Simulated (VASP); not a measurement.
Si3N4, 14 atoms in the cell. The typed cell holds 14 atoms: a = 7.595 Å, b = 7.595 Å, c = 2.902 Å, α = 90.00°, β = 90.00°, γ = 120.00°. 

| Property | Result |
| --- | --- |
| Program | VASP 6.6.1 |
| Task | electric field gradients |
| Functional | LDA |
| Potentials or basis | VASP PAW LDA potentials, release 64 (Si, N) |
| Cutoff | 520 eV |
| k mesh | 4 × 4 × 10, shifted |
| Occupations | fermi-dirac, width 0.02 eV |
| Spin | no spin polarisation |
| Dipole correction | no |
| Further INCAR settings | ALGO = Normal; EDIFF = 1e-08; NBANDS = 45; ISYM = 0 |

Potentials or basis: VASP PAW LDA potentials, release 64 (Si, N).

Run with:

```console
$ cat potpaw_LDA.64/Si/POTCAR potpaw_LDA.64/N/POTCAR > POTCAR
$ mpirun -np 1 vasp_std > vasp.out
```

Hardware: 1 thread of Intel(R) Xeon(R) Platinum 8375C CPU @ 2.90GHz (Ice Lake), on a shared host.

Estimate the wall time of this run.

It took 24 min on 1 thread of Intel(R) Xeon(R) Platinum 8375C CPU @ 2.90GHz (Ice Lake), on a shared host, peak memory 0.98 GiB. Counts: scf iterations 16, k points 240.
